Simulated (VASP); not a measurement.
SnO, 2 atoms in the cell. The structure is cubic, space group F-43m (No. 216). Conventional cell: a = 5.416 Å, b = 5.416 Å, c = 5.416 Å, α = 90.00°, β = 90.00°, γ = 90.00°. Within 3.1 Å of Sn (site symmetry -43m) lie 4 O at 2.35 Å. O (site symmetry -43m) has 4 Sn at 2.35 Å within 3.1 Å. 

| Quantity | Value |
| --- | --- |
| Program | VASP 6.6.1 |
| Task | single point |
| Functional | LDA |
| Potentials or basis | VASP PAW LDA potentials, release 64 (Sn_d, O) |
| Cutoff | 520 eV |
| k mesh | 8 × 8 × 8 |
| Occupations | fermi-dirac, width 0.02 eV |
| Spin | no spin polarisation |
| Dipole correction | no |
| Further INCAR settings | ALGO = Normal; EDIFF = 1e-07; NBANDS = 17 |

Potentials or basis: VASP PAW LDA potentials, release 64 (Sn_d, O).

Launch:

```bash
$ cat potpaw_LDA.64/Sn_d/POTCAR potpaw_LDA.64/O/POTCAR > POTCAR
$ mpirun -np 1 vasp_std > vasp.out
```

Hardware: 1 thread of Intel(R) Xeon(R) Platinum 8559C (Emerald Rapids) (shared host).

**Question.** How long does it take, and how much memory?

**Answer.** Wall time 18 s on 1 thread of Intel(R) Xeon(R) Platinum 8559C (Emerald Rapids), on a shared host, peak memory 0.15 GiB. Counts: scf iterations 15, k points 29.
